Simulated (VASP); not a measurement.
Wanted: the native input for a VASP 6.6.1 run.

```
Task                   : single point
Functional             : LDA
Potentials or basis    : VASP PAW LDA potentials, release 64 (W_sv)
Cutoff                 : 520 eV
k mesh                 : 9 × 9 × 9
Occupations            : fermi-dirac, width 0.05 eV
Spin                   : no spin polarisation
Dipole correction      : no
Further INCAR settings : ALGO = Normal; EDIFF = 1e-06; NBANDS = 13
```

The structure of W lies in POSCAR:

```
W
1.0
    2.5915882815      0.0000000000      0.0000000000
    0.0000000000      2.5915882815      0.0000000000
    0.0000000000      0.0000000000      2.5915882815
W
1
Direct
    0.0000000000      0.0000000000      0.0000000000
```

One way to write it, as run:

INCAR

```
ALGO = Normal ; EDIFF = 1E-6
ENCUT = 520 ; ISIF = 2
ISMEAR = -1 ; LASPH = True
LCHARG = False ; LREAL = False
LWAVE = False ; NBANDS = 13
NELM = 60 ; PREC = Accurate
SIGMA = 0.05
```

KPOINTS

```
k-points
0
Gamma
  9 9 9
```

Potentials or basis: VASP PAW LDA potentials, release 64 (W_sv).

Command:

```sh
$ cat potpaw_LDA.64/W_sv/POTCAR > POTCAR
$ mpirun -np 1 vasp_std > vasp.out
```

Results of the run:

- Pressure: 1.6 GPa
- Band gap on the k mesh: zero (band 7 reaches 11.66 eV, above the bottom of band 8 at 9.40 eV)

Caveat: spin-orbit coupling is left out, which moves the levels of the heavy elements.

Wall time 4.9 s on 1 thread of Intel Xeon 6975P-C, with other jobs on the host, peak memory 0.12 GiB.
